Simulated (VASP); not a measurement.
A run of VASP 6.6.1 is set up as follows.

INCAR

```
SYSTEM = Mo
ALGO = Normal
EDIFF = 1E-6
ENCUT = 520
GGA = PE
ISIF = 2
ISMEAR = -1
LASPH = .TRUE.
LCHARG = .FALSE.
LREAL = .FALSE.
LWAVE = .FALSE.
NBANDS = 28
NELM = 100
PREC = Accurate
SIGMA = 0.1
```

File KPOINTS:

```
k-points
0
G
  10 10 13
  0 0 0
```

File POSCAR:

```
Mo
1.0
    3.7598818440      0.0000000000      0.0000000000
   -1.8799409220      3.2561531921      0.0000000000
    0.0000000000      0.0000000000      2.2736354252
Mo
3
Direct
    0.0000000000      0.0000000000      0.0000000000
    0.3333333333      0.6666666667      0.5000000000
    0.6666666667      0.3333333333      0.5000000000
```

Potentials or basis: VASP PAW PBE potentials, release 64 (Mo_sv).

Command:

```bash
$ cat potpaw_PBE.64/Mo_sv/POTCAR > POTCAR
$ mpirun -np 1 vasp_std > vasp.out
```

What does it give for the pressure?

387.5 GPa.

Estimate the band gap on the k mesh.

zero (bands 21 and 22 overlap by 2.77 eV).

Stress tensor (GPa, compression positive):
```
387.59   0.00   0.00
  0.00 387.59   0.00
  0.00   0.00 387.23
```

Caveat: the cell stands under pressure.
